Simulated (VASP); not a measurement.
A run of VASP 6.6.1:

The input INCAR:

```
SYSTEM = PtS2
  PREC = Accurate
  ENCUT = 520
  EDIFF = 1E-7
  ISMEAR = 0
  SIGMA = 0.05
  LREAL = .FALSE.
  LASPH = .TRUE.
  NELM = 100
  ALGO = Normal
  ISIF = 2
  LWAVE = .FALSE.
  LCHARG = .FALSE.
  LDIPOL = .TRUE.
  IDIPOL = 3
  DIPOL = 0.5 0.5 0.383
  GGA = PE
  IVDW = 12
  NBANDS = 31
```

Contents of KPOINTS:

```
regular mesh
0
G
  9 9 1
  0 0 0
```

The input POSCAR:

```
PtS2
1.0
    3.5415266177      0.0000000000      0.0000000000
   -1.7707633089      3.0670520191      0.0000000000
    0.0000000000      0.0000000000     22.4670701842
S Pt
4 2
Direct
    0.6666666667      0.3333333333      0.2002931385
    0.3333333333      0.6666666667      0.3108342581
    0.8333333333      1.0000000000      0.4550453178
    0.5000000000      1.3333333333      0.5655864374
    0.0000000000      0.0000000000      0.2555636983
    0.1666666667      0.6666666667      0.5103158776
```

Potentials or basis: VASP PAW PBE potentials, release 64 (S, Pt).

The run is started by

```console
$ cat potpaw_PBE.64/S/POTCAR potpaw_PBE.64/Pt/POTCAR > POTCAR
$ mpirun -np 1 vasp_std > vasp.out
```

Hardware: 1 thread of Intel(R) Xeon(R) Platinum 8375C CPU @ 2.90GHz (Ice Lake), with other jobs on the host.

Question: How long does it take, and how much memory?

Answer: Run time: 6.8 min on 1 thread of Intel(R) Xeon(R) Platinum 8375C CPU @ 2.90GHz (Ice Lake) (shared host), peak memory 0.51 GiB. Counts: scf iterations 20, k points 41.
